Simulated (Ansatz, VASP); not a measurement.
# Mo in VASP and in Ansatz

```
CELL_PARAMETERS angstrom
-1.55567 1.55567 1.55567
1.55567 -1.55567 1.55567
1.55567 1.55567 -1.55567
ATOMIC_POSITIONS crystal
Mo 0.00000 0.00000 0.00000
```

Alike in both runs: functional LDA; k mesh 18 × 18 × 18; occupations gaussian, width 0.1 eV; no spin polarisation.

Ansatz relaxed the structure, and its values are those at the end. VASP's run is a single point on that final structure, the one shown.

|  | VASP | Ansatz |
| --- | --- | --- |
| version | VASP 6.6.1 | Ansatz 0.2.0 |
| potentials or method | VASP PAW LDA potentials, release 64 (Mo_sv), cutoff 520 eV | scalar-relativistic, plane waves, PAW |
| valence electrons in the cell | 14 | 14 |

|  | VASP | Ansatz | Ansatz less VASP |
| --- | --- | --- | --- |
| gap on the k mesh at the Fermi level (eV) | none | none | - |
| pressure (GPa) | 1.2 | 0.0 | -1.23 |

LDA's correlation is that of Perdew and Zunger in VASP and of Perdew and Wang (1992) in Ansatz. A gap of «none» marks a metal or a gap that the smearing closes.
